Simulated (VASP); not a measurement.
Wanted: the native input for a VASP 6.6.1 run.

| Property | Result |
| --- | --- |
| Task | single point |
| Functional | PBE |
| Potentials or basis | VASP PAW PBE potentials, release 64 (Al) |
| Cutoff | 520 eV |
| k mesh | 6 × 6 × 1 |
| Occupations | gaussian, width 0.1 eV |
| Spin | no spin polarisation |
| Dipole correction | yes |
| Further INCAR settings | LREAL = Auto; ALGO = Normal; EDIFF = 1e-06; NBANDS = 68 |

The structure of Al lies in POSCAR:

```
Al
1.0
    5.6541540426      0.0000000000      0.0000000000
   -2.8270770213      4.8966410378      0.0000000000
    0.0000000000      0.0000000000     36.0754875961
Al
31
Direct
    0.1666666667      0.3333333333      0.2771965306
    0.1666666667      0.8333333333      0.2771965306
    0.6666666667      0.3333333333      0.2771965306
    0.6666666667      0.8333333333      0.2771965306
    0.0000000000      0.0000000000      0.3408546606
    0.0000000000      0.5000000000      0.3408546606
    0.5000000000      0.0000000000      0.3408546606
    0.5000000000      0.5000000000      0.3408546606
    0.3333333333      0.1666666667      0.4045128002
    0.3333333333      0.6666666667      0.4045128002
    0.8333333333      0.1666666667      0.4045128002
    0.8333333333      0.6666666667      0.4045128002
    0.0000000000      0.0000000000      0.4681709302
    0.0000000000      0.5000000000      0.4681709302
    0.5000000000      0.0000000000      0.4681709302
    0.5000000000      0.5000000000      0.4681709302
    0.1665843182      0.3332921591      0.5336497389
    0.1666666667      0.8333333333      0.5338442228
    0.6667078409      0.3332921591      0.5336497389
    0.6667078409      0.8334156818      0.5336497389
    0.0009930059     -0.0009930059      0.5995230198
    0.0009930059      0.5019860119      0.5995230198
    0.4980139881     -0.0009930059      0.5995230198
    0.5000000000      0.5000000000      0.5980895393
    0.3362621578      0.1725243155      0.6648551794
    0.3362621578      0.6637378422      0.6648551794
    0.8333333333      0.1666666667      0.6635501968
    0.8274756845      0.6637378422      0.6648551794
    0.0003067767     -0.0003067767      0.7282993282
    0.0003067767      0.5006135533      0.7282993282
    0.4993864467     -0.0003067767      0.7282993282
```

This cell differs from its parent crystal: atoms taken out, then relaxed in part.

These files were run (other wordings do the same):

INCAR

```
ALGO = Normal
DIPOL = 0.5 0.5 0.495
EDIFF = 1E-6
ENCUT = 520
GGA = PE
IDIPOL = 3
ISIF = 2
ISMEAR = 0
LASPH = T
LCHARG = T
LDIPOL = T
LELF = T
LREAL = Auto
LVACPOTAV = T
LVHAR = T
LWAVE = F
NBANDS = 68
NELM = 80
PREC = Accurate
SIGMA = 0.1
```

KPOINTS

```
k-points
0
Gamma
  6 6 1
```

Potentials or basis: VASP PAW PBE potentials, release 64 (Al).

Command:

```bash
$ cat potpaw_PBE.64/Al/POTCAR > POTCAR
$ mpirun -np 1 vasp_std > vasp.out
```

Results of the run:

```
Largest force          : 0.210 eV/Å
Band gap on the k mesh : zero (an odd number of electrons rules out a gap without spin polarisation)
```

Caveat: the cell differs from its parent crystal (atoms taken out, then relaxed in part).

Wall time 25 min on 1 thread of Intel(R) Xeon(R) Platinum 8259CL CPU @ 2.50GHz (Skylake/Cascade Lake) (shared host), peak memory 1 GiB.
